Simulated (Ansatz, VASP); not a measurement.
## B2P3: VASP beside Ansatz

```xyz
5
Lattice="3.8622 0.0000 0.0000 -1.9311 3.3448 0.0000 0.0000 0.0000 4.3999" Properties=species:S:1:pos:R:3 pbc="T T T"
B     1.9311    1.1149    3.2285
B     0.0000    2.2298    1.1714
P     0.0000    0.0000    0.0000
P     1.9311    1.1149    1.2005
P     0.0000    2.2298    3.1994
```

Change from the starting cell: species swapped into the In3Pt2 type (P-3m1, No. 164).

Alike in both runs: functional PBE; k mesh 5 × 5 × 3; occupations gaussian, width 0.2 eV; no spin polarisation.

Ansatz relaxed the structure, and its values are those at the end. VASP's run is a single point on that final structure, the one shown.

|  | VASP | Ansatz |
| --- | --- | --- |
| version | VASP 6.6.1 | Ansatz 0.2.0 |
| potentials or method | VASP PAW PBE potentials, release 64 (B, P), cutoff 500 eV | scalar-relativistic, plane waves, PAW |
| valence electrons in the cell | 21 | 21 |

Ansatz gave:

| Item | Value |
| --- | --- |
| gap on the k mesh at the Fermi level (eV) | none |
| pressure (GPa) | 0.1 |
| rms of the force components (eV/Å) | 0.008 |

**Question.** Estimate VASP's values.

**Answer.** gap on the k mesh at the Fermi level (eV): none; pressure (GPa): -0.1; rms of the force components (eV/Å): 0.011.

A gap of «none» marks a metal or a gap that the smearing closes.

The k mesh is coarse, so the values compare programs but aren't converged.
